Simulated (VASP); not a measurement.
Set up this calculation in VASP 6.6.1, as the native input.

```
Task                   : single point
Functional             : r2SCAN
Potentials or basis    : VASP PAW PBE potentials, release 64 (Ru_pv)
Cutoff                 : 520 eV
k mesh                 : 15 × 15 × 15
Occupations            : fermi-dirac, width 0.1 eV
Spin                   : no spin polarisation
Dipole correction      : no
Further INCAR settings : ALGO = Normal; EDIFF = 1e-06; NBANDS = 13
```

Ru:

```
Ru
1.0
     0.00000    1.91199    1.91199
     1.91199    0.00000    1.91199
     1.91199    1.91199    0.00000
Ru
1
Direct
  0.00000 0.00000 0.00000
```

One way to write it, as run:

POSCAR

```
Ru
1.0
    0.0000000000      1.9119924058      1.9119924058
    1.9119924058      0.0000000000      1.9119924058
    1.9119924058      1.9119924058      0.0000000000
Ru
1
Direct
    0.0000000000      0.0000000000      0.0000000000
```

INCAR.step1

```
  ALGO = Normal
  EDIFF = 1E-4
  ENCUT = 520
  GGA = PE
  ISMEAR = -1
  LASPH = T
  LCHARG = F
  LREAL = F
  LWAVE = T
  NBANDS = 13
  NELM = 80
  PREC = Accurate
  SIGMA = 0.1
```

INCAR.step2

```
  ALGO = Normal
  EDIFF = 1E-6
  ENCUT = 520
  ISIF = 2
  ISMEAR = -1
  ISTART = 1
  LASPH = T
  LCHARG = F
  LMIXTAU = T
  LREAL = F
  LWAVE = F
  METAGGA = R2SCAN
  NBANDS = 13
  NELM = 80
  PREC = Accurate
  SIGMA = 0.1
```

KPOINTS

```
k-points
0
Gamma
  15 15 15
```

Potentials or basis: VASP PAW PBE potentials, release 64 (Ru_pv).

Launch:

```console
$ cat potpaw_PBE.64/Ru_pv/POTCAR > POTCAR
$ cp INCAR.step1 INCAR
$ mpirun -np 1 vasp_std > vasp.out
$ cp INCAR.step2 INCAR
$ mpirun -np 1 vasp_std > vasp.out
```

It gave:

```yaml
Pressure: -8.1 GPa
Band_gap_on_the_k_mesh: zero (band 7 reaches 14.26 eV, above the bottom of band 8 at 10.77 eV)
```

Caveat: the PAW data sets were made with another functional, which shifts forces and pressure a little.

It took 44 s on 1 thread of AMD EPYC 9R45 96-Core Processor (Zen 5), with other jobs on the host, peak memory 0.11 GiB.
